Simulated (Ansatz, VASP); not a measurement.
## Cu: VASP beside Ansatz

INCAR

```
  PREC = Accurate
  ENCUT = 520
  EDIFF = 1E-8
  ISMEAR = 0
  SIGMA = 0.05
  LREAL = F
  LASPH = T
  NELM = 80
  ALGO = Normal
  ISIF = 2
  LWAVE = F
  LCHARG = F
  GGA = PE
  LEFG = T
  NBANDS = 12
```

File KPOINTS:

```
Automatic mesh
0
Gamma
  22 22 22
```

POSCAR

```
Cu
1.0
    0.0000000000      1.8075000000      1.8075000000
    1.8075000000      0.0000000000      1.8075000000
    1.8075000000      1.8075000000      0.0000000000
Cu
1
Direct
    0.0000000000      0.0000000000      0.0000000000
```

Input for Ansatz:

```yaml
crystal:
  lattice:
    - [0.0, 1.8075, 1.8075]
    - [1.8075, 0.0, 1.8075]
    - [1.8075, 1.8075, 0.0]
  atoms:
    - { symbol: Cu, position: [0.0, 0.0, 0.0] }
basis:
  ecutwfc: 420
  ecutrho_ratio: 4
kpoints:
  mp_grid: { grid: [22, 22, 22] }
hamiltonian:
  xc: pbe
scf:
  occupations: { method: gaussian, width: 0.05 }
output:
  forces: true
  stress: true
  eigenvalues: true
  populations: true
  efg: { contact_densities: true, quadrupole_moments_barn: { Cu: -0.22 } }
```

Alike in both runs: task electric field gradients; functional PBE; k mesh 22 × 22 × 22; occupations gaussian, width 0.05 eV; no spin polarisation.

|  | VASP | Ansatz |
| --- | --- | --- |
| version | VASP 6.6.1 | Ansatz 0.2.0 |
| potentials or method | VASP PAW PBE potentials, release 64 (Cu), cutoff 520 eV | scalar-relativistic, plane waves, PAW |
| valence electrons in the cell | 11 | 19 |

|  | VASP | Ansatz | Ansatz less VASP |
| --- | --- | --- | --- |
| gap on the k mesh at the Fermi level (eV) | none | none | - |
| pressure (GPa) | 2.3 | 1.8 | -0.52 |

A gap of «none» marks a metal or a gap that the smearing closes. With one functional, cell and mesh, what is left measures potentials, basis and numerics. VASP's potentials hold 11 valence electrons a cell and Ansatz's 19, so a difference there can come from the potentials and not from the codes.
